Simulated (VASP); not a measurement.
# SrVO3 (Pm-3m) in VASP: single point with r2SCAN

Aim: the single point of SrVO3 with r2SCAN.

Program: VASP 6.6.1. These are calculated values, not measurements. Logs are shortened: lines on timing, memory, paths and dates and some standing lists are left out, and cuts for length are marked.

### Step 1. The cell of the first run

Symmetry: Pm-3m, No. 221, cubic system. Conventional cell: a = 3.841 Å, b = 3.841 Å, c = 3.841 Å, α = 90.00°, β = 90.00°, γ = 90.00°. Sr (site symmetry m-3m) has 12 O at 2.72 Å and 8 V at 3.33 Å within 3.6 Å. V (site symmetry m-3m) has 6 O at 1.92 Å within 2.5 Å. Within 2.5 Å of O (site symmetry 4/mmm) lie 2 V at 1.92 Å.

### Step 2. Single point, r2SCAN, collinear spin, ferromagnetic start

Contents of POSCAR:

```
SrVO3
1.0
    3.8409000000      0.0000000000      0.0000000000
    0.0000000000      3.8409000000      0.0000000000
    0.0000000000      0.0000000000      3.8409000000
Sr V O
1 1 3
Direct
    0.5000000000      0.5000000000      0.5000000000
    0.0000000000      0.0000000000      0.0000000000
    0.5000000000      0.0000000000      0.0000000000
    0.0000000000      0.5000000000      0.0000000000
    0.0000000000      0.0000000000      0.5000000000
```

Contents of INCAR.step1:

```
PREC = Accurate
ENCUT = 520
ISMEAR = 0
SIGMA = 0.1
LREAL = False
LASPH = True
NELM = 150
ISPIN = 2
MAGMOM = 0 0.9 0 0 0
LMAXMIX = 4
NBANDS = 32
GGA = PE
ALGO = Normal
EDIFF = 1E-4
LWAVE = True
LCHARG = False
```

Contents of INCAR.step2:

```
PREC = Accurate
ENCUT = 520
EDIFF = 1E-6
ISMEAR = 0
SIGMA = 0.1
LREAL = False
LASPH = True
NELM = 150
ALGO = Normal
ISIF = 2
LWAVE = False
LCHARG = False
ISPIN = 2
MAGMOM = 0 0.9 0 0 0
LORBIT = 11
LMAXMIX = 4
METAGGA = R2SCAN
LMIXTAU = True
NBANDS = 32
ISTART = 1
```

Contents of KPOINTS:

```
Automatic mesh
0
Gamma
  10 10 10
```

Potentials or basis: VASP PAW PBE potentials, release 64 (Sr_sv, V_sv, O).

Run with:

```
$ cat potpaw_PBE.64/Sr_sv/POTCAR potpaw_PBE.64/V_sv/POTCAR potpaw_PBE.64/O/POTCAR > POTCAR
$ cp INCAR.step1 INCAR
$ mpirun -np 1 vasp_std > vasp.out
$ cp INCAR.step2 INCAR
$ mpirun -np 1 vasp_std > vasp.out
```

OUTCAR:

```text
PREC = Accurate
   ENCUT = 520
   EDIFF = 1E-6
   ISMEAR = 0
   LREAL = False
   LASPH = True
   NELM = 150
   ISIF = 2
   ISPIN = 2
   LORBIT = 11
   METAGGA = R2SCAN
   ISTART = 1

 ion  position               nearest neighbor table
   1  0.500  0.500  0.500-   3 2.72   4 2.72   5 2.72   3 2.72   4 2.72   3 2.72   5 2.72   3 2.72
                             4 2.72   5 2.72   4 2.72   5 2.72   2 3.33   2 3.33   2 3.33   2 3.33
   2  0.000  0.000  0.000-   3 1.92   4 1.92   5 1.92   5 1.92   4 1.92   3 1.92   1 3.33   1 3.33
                             1 3.33   1 3.33   1 3.33   1 3.33   1 3.33   1 3.33
   3  0.500  0.000  0.000-   2 1.92   2 1.92   1 2.72   1 2.72   1 2.72   1 2.72
   4  0.000  0.500  0.000-   2 1.92   2 1.92   1 2.72   1 2.72   1 2.72   1 2.72
   5  0.000  0.000  0.500-   2 1.92   2 1.92   1 2.72   1 2.72   1 2.72   1 2.72

  LATTYP: Found a simple cubic cell.
 ALAT       =     3.8409000000

  Lattice vectors:

 A1 = (   3.8409000000,   0.0000000000,   0.0000000000)
 A2 = (   0.0000000000,   3.8409000000,   0.0000000000)
 A3 = (   0.0000000000,   0.0000000000,   3.8409000000)

Analysis of symmetry for initial positions (statically):
=====================================================================
 Subroutine PRICEL returns:
 Original cell was already a primitive cell.

 Routine SETGRP: Setting up the symmetry group for a
 simple cubic supercell.

 Subroutine GETGRP returns: Found 48 space group operations
 (whereof 48 operations were pure point group operations)
 out of a pool of 48 trial point group operations.

The static configuration has the point symmetry O_h .

Analysis of symmetry for dynamics (positions and initial velocities):
=====================================================================
 Subroutine PRICEL returns:
 Original cell was already a primitive cell.

 Routine SETGRP: Setting up the symmetry group for a
 simple cubic supercell.

 Subroutine GETGRP returns: Found 48 space group operations
 (whereof 48 operations were pure point group operations)
 out of a pool of 48 trial point group operations.

The dynamic configuration has the point symmetry O_h .

Analysis of structural, dynamic, and magnetic symmetry:
=====================================================================
 Subroutine PRICEL returns:
 Original cell was already a primitive cell.

 Routine SETGRP: Setting up the symmetry group for a
 simple cubic supercell.

 Subroutine GETGRP returns: Found 48 space group operations
 (whereof 48 operations were pure point group operations)
 out of a pool of 48 trial point group operations.

The overall configuration has the point symmetry O_h .

 Subroutine INISYM returns: Found 48 space group operations
 (whereof 48 operations are pure point group operations),
 and found     1 'primitive' translations

----------------------------------------------------------------------------------------

                                     Primitive cell

  volume of cell :      56.6629

  direct lattice vectors                    reciprocal lattice vectors
     3.840900000  0.000000000  0.000000000     0.260355646  0.000000000  0.000000000
     0.000000000  3.840900000  0.000000000     0.000000000  0.260355646  0.000000000
     0.000000000  0.000000000  3.840900000     0.000000000  0.000000000  0.260355646

  length of vectors
     3.840900000  3.840900000  3.840900000     0.260355646  0.260355646  0.260355646

  position of ions in fractional coordinates (direct lattice)
     0.500000000  0.500000000  0.500000000
     0.000000000  0.000000000  0.000000000
     0.500000000  0.000000000  0.000000000
     0.000000000  0.500000000  0.000000000
     0.000000000  0.000000000  0.500000000

  ion indices of the primitive-cell ions
   primitive index   ion index
                 1           1
                 2           2
                 3           3
                 4           4
                 5           5

----------------------------------------------------------------------------------------

 KPOINTS: Automatic mesh

Automatic generation of k-mesh.
[... 26 lines left out ...]
  0.300000  0.000000  0.000000      6.000000
  0.400000  0.000000  0.000000      6.000000
  0.500000  0.000000  0.000000      3.000000
[... 16 lines left out ...]
  0.200000  0.100000  0.100000     24.000000
  0.300000  0.100000  0.100000     24.000000
 [... further k-points ...]
   k-points           NKPTS =     56   k-points in BZ     NKDIM =     56   number of bands    NBANDS=     32
   number of dos      NEDOS =    301   number of ions     NIONS =      5
   total plane-waves  NPLWV =  27000
   dimension x,y,z NGX =    30 NGY =   30 NGZ =   30
   dimension x,y,z NGXF=    60 NGYF=   60 NGZF=   60
   ions per type =               1   1   3
   NGX,Y,Z   is equivalent  to a cutoff of  12.98, 12.98, 12.98 a.u.
   NGXF,Y,Z  is equivalent  to a cutoff of  25.97, 25.97, 25.97 a.u.
 SYSTEM =  unknown system
   PREC   = accura    normal or accurate (medium, high low for compatibility)
   ISTART =      1    job   : 0-new  1-cont  2-samecut
   ICHARG =      0    charge: 1-file 2-atom 10-const
   ISPIN  =      2    spin polarized calculation?
   LNONCOLLINEAR =      F non collinear calculations
   LSORBIT =      F    spin-orbit coupling
   LASPH  =      T    aspherical Exc in radial PAW
   ENCUT  =  520.0 eV  38.22 Ry    6.18 a.u.   7.14  7.14  7.14*2*pi/ulx,y,z
   NELM   =    150;   NELMIN=  2; NELMDL=  0     # of ELM steps
   EDIFF  = 0.1E-05   stopping-criterion for ELM
   LREAL  =      F    real-space projection
   EDIFFG = 0.1E-04   stopping-criterion for IOM
   NSW    =      0    number of steps for IOM
   IBRION =     -1    ionic relax: 0-MD 1-quasi-New 2-CG
   NFREE  =      0    steps in history (QN), initial steepest desc. (CG)
   ISIF   =      2    stress and relaxation
   ISYM   =      2    0-nonsym 1-usesym 2-fastsym
   POTIM  = 0.5000    time-step for ionic-motion
   TEBEG  =    0.0;   TEEND  =   0.0 temperature during run
   PSTRESS=    0.0 pullay stress
   NELECT =      41.0000    total number of electrons
   NUPDOWN=      -1.0000    fix difference up-down
   EMIN   =  10.00;   EMAX   =-10.00  energy-range for DOS
   EFERMI =   0.00;   METHOD = LEGACY
   ISMEAR =     0;   SIGMA  =   0.10  broadening in eV -4-tet -1-fermi 0-gaus
   EFERMI_NEDOS =   21; number of points for ismear=-14 and -15
   IALGO  =     38    algorithm
   IMIX   =      4    mixing-type and parameters
     AMIX     =   0.40;   BMIX     =  1.00
     AMIX_MAG =   1.60;   BMIX_MAG =  1.00
  volume/ion in A,a.u.               =      11.33        76.48
  Fermi-wavevector in a.u.,A,eV,Ry     =   1.469726  2.777380 29.389880  2.160095
  Thomas-Fermi vector in A             =   2.585069
   LORBIT       =     11    0 simple, 1 ext, 2 COOP (PROOUT), +10 PAW based schemes
   METAGGA = R2SCAN    functional components
   LHFCALC =     F    Hartree Fock is set to
   AEXX    =    0.0000 exact exchange contribution
   IVDW    =     0    specifies the selected vdW correction
   LEPSILON=     F    determine dielectric tensor
   LRPA    =     F    only Hartree local field effects (RPA)
 spin polarized calculation
 Gauss-broadening in eV      SIGMA  =   0.10
  energy-cutoff  :      520.00
  volume of cell :       56.66
 maximum number of plane-waves:      1568
 NGX is ok and might be reduce to    30
   NGX = 15   NGY = 15   NGZ = 15

 number of electron      41.0000017 magnetization       0.5633831

 Free energy of the ion-electron system (eV)
  ---------------------------------------------------
  ext. energy  EPLUGINS =         0.00000000
  ---------------------------------------------------
  free energy    TOTEN  =       -62.38150272 eV

  energy without entropy =      -62.37187149  energy(sigma->0) =      -62.37668711

 E-fermi :   6.2254     XC(G=0): -12.2710

 val. band max:        6.2228191808   @ k =   0.3000   0.3000   0.0000
 cond. band min:       6.2509273005   @ k =   0.3000   0.1000   0.1000
 fundamental gap:      0.0281081197
 Fermi energy:         6.2254052555

 spin component 1

 k-point     1 :       0.0000    0.0000    0.0000
  band No.  band energies     occupation
      1     -62.7576      1.00000
      2     -35.4555      1.00000
      3     -35.4555      1.00000
      4     -35.4555      1.00000
      5     -29.6591      1.00000
      6     -14.7849      1.00000
[... 829 lines left out ...]
     31      14.5231      0.00000
     32      19.8679      0.00000

 [... further k-points ...]

 spin component 2

 k-point     1 :       0.0000    0.0000    0.0000
  band No.  band energies     occupation
      1     -61.9736      1.00000
      2     -34.6765      1.00000
      3     -34.6765      1.00000
      4     -34.6765      1.00000
      5     -29.6597      1.00000
      6     -14.7952      1.00000
[... 829 lines left out ...]
     31      14.5505      0.00000
     32      19.9999      0.00000

 [... further k-points ...]

------------------------ aborting loop because EDIFF is reached ----------------------------------------

  FORCE on cell =-STRESS in cart. coord.  units (eV):
  Direction    XX          YY          ZZ          XY          YZ          ZX
  --------------------------------------------------------------------------------------
  -------------------------------------------------------------------------------------
  Total       -0.1076982     -0.1076982     -0.1076982      0.0000000     -0.0000000      0.0000000
  in kB       -3.0452286     -3.0452286     -3.0452286      0.0000000     -0.0000000      0.0000000
  external PRESSURE =      -3.0452286 kB  Pullay stress =       0.0000000 kB

 VOLUME and BASIS-vectors are now :
 -----------------------------------------------------------------------------
  energy-cutoff  :      520.00
  volume of cell :       56.66
      direct lattice vectors                 reciprocal lattice vectors
     3.840900000  0.000000000  0.000000000     0.260355646  0.000000000  0.000000000
     0.000000000  3.840900000  0.000000000     0.000000000  0.260355646  0.000000000
     0.000000000  0.000000000  3.840900000     0.000000000  0.000000000  0.260355646

 POSITION                                       TOTAL-FORCE (eV/Angst)
 -----------------------------------------------------------------------------------
      1.92045      1.92045      1.92045         0.000000      0.000000      0.000000
      0.00000      0.00000      0.00000         0.000000      0.000000      0.000000
      1.92045      0.00000      0.00000         0.000000      0.000000      0.000000
      0.00000      1.92045      0.00000         0.000000      0.000000      0.000000
      0.00000      0.00000      1.92045         0.000000      0.000000      0.000000
 -----------------------------------------------------------------------------------
    total drift:                               -0.000000     -0.000000      0.000000

  FREE ENERGIE OF THE ION-ELECTRON SYSTEM (eV)
  ---------------------------------------------------
  free  energy   TOTEN  =       -62.3815027166 eV

  energy  without entropy=      -62.3718714941  energy(sigma->0) =      -62.37668711

 total charge

# of ion       s       p       d       tot
------------------------------------------
    1        1.999   5.892   0.202   8.093
    2        2.277   6.344   2.891  11.512
    3        1.569   3.514   0.000   5.083
    4        1.569   3.514   0.000   5.083
    5        1.569   3.514   0.000   5.083
--------------------------------------------------
tot          8.983  22.778   3.093  34.854

 magnetization (x)

# of ion       s       p       d       tot
------------------------------------------
    1       -0.000  -0.001   0.001   0.000
    2        0.005   0.005   0.592   0.601
    3       -0.000  -0.013   0.000  -0.013
    4       -0.000  -0.013   0.000  -0.013
    5       -0.000  -0.013   0.000  -0.013
--------------------------------------------------
tot          0.003  -0.034   0.593   0.562
```

It took 29 min on 1 thread of Intel Xeon 6975P-C (Granite Rapids), shared host; peak memory 0.34 GiB.

Results:

```
Free energy                                           : -62.3815 eV
Pressure                                              : -0.3 GPa
Net moment                                            : 0.56 μB per cell
Site moments                                          : Sr +0.00; V +0.60; O -0.01 μB
Valence electrons inside the program's atomic spheres : Sr 8.09; V 11.51; O 5.08
```

Caveat: the PAW data sets were made with another functional, which shifts forces and pressure a little; semilocal functionals often make such compounds metallic where correlation or magnetic order opens a gap, which also shifts bond lengths.
